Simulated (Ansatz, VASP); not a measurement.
## One calculation of K, two programs

```
K
1.0
    -2.67421    2.67421    2.67421
     2.67421   -2.67421    2.67421
     2.67421    2.67421   -2.67421
K
1
Direct
  0.00000 0.00000 0.00000
```

Alike in both runs: task single point; functional r2SCAN; k mesh 12 × 12 × 12; occupations gaussian, width 0.05 eV; no spin polarisation.

```csv
,VASP,Ansatz
version,VASP 6.6.1,Ansatz 0.2.0
potentials or method,"VASP PAW PBE potentials, release 64 (K_sv), cutoff 520 eV","scalar-relativistic, plane waves, PAW"
valence electrons in the cell,9,9
```

|  | VASP | Ansatz | Ansatz less VASP |
| --- | --- | --- | --- |
| pressure (GPa) | 0.0 | 0.0 | +0.02 |

VASP's potentials were made for PBE, not for r2SCAN.
